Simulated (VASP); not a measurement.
A run of VASP 6.6.1:

POSCAR

```
BN
1.0
    1.2501241111      0.7217594921      3.2533304074
   -1.2501241111      0.7217594921      3.2533304074
    0.0000000000     -1.4435189842      3.2533304074
B N
1 1
Direct
    0.9996880824      0.9996880824      0.9996880824
    0.3327449176      0.3327449176      0.3327449176
```

INCAR.step1

```
PREC     = Accurate       # precision mode
ENCUT    = 520            # plane-wave cutoff, eV
ISMEAR   = 0              # smearing method
SIGMA    = 0.01           # smearing width, eV
LREAL    = F              # projectors in reciprocal space
LASPH    = T              # aspherical terms in the spheres
NELM     = 60             # most SCF steps
NBANDS   = 11             # bands
GGA      = PE             # functional
ALGO     = Normal         # electronic algorithm
EDIFF    = 1E-4           # SCF threshold, eV
LWAVE    = T              # write WAVECAR
LCHARG   = F              # write CHGCAR
```

File INCAR.step2:

```
PREC     = Accurate       # precision mode
ENCUT    = 520            # plane-wave cutoff, eV
EDIFF    = 1E-7           # SCF threshold, eV
ISMEAR   = 0              # smearing method
SIGMA    = 0.01           # smearing width, eV
LREAL    = F              # projectors in reciprocal space
LASPH    = T              # aspherical terms in the spheres
NELM     = 60             # most SCF steps
ALGO     = Normal         # electronic algorithm
ISIF     = 2              # what is computed and relaxed
LWAVE    = F              # write WAVECAR
LCHARG   = F              # write CHGCAR
METAGGA  = R2SCAN         # meta-GGA
LMIXTAU  = T            
NBANDS   = 11             # bands
ISTART   = 1
```

File KPOINTS:

```
regular mesh
0
Gamma
  12 12 12
```

Potentials or basis: VASP PAW PBE potentials, release 64 (B, N).

The run is started by

```sh
$ cat potpaw_PBE.64/B/POTCAR potpaw_PBE.64/N/POTCAR > POTCAR
$ cp INCAR.step1 INCAR
$ mpirun -np 1 vasp_std > vasp.out
$ cp INCAR.step2 INCAR
$ mpirun -np 1 vasp_std > vasp.out
```

Hardware: 1 thread of Intel(R) Xeon(R) Platinum 8488C (Sapphire Rapids), with other jobs on the host.

How long does it take, and how much memory?

Wall time 2.3 min on 1 thread of Intel(R) Xeon(R) Platinum 8488C (Sapphire Rapids) (shared host), peak memory 0.18 GiB. Counts: k points 189.
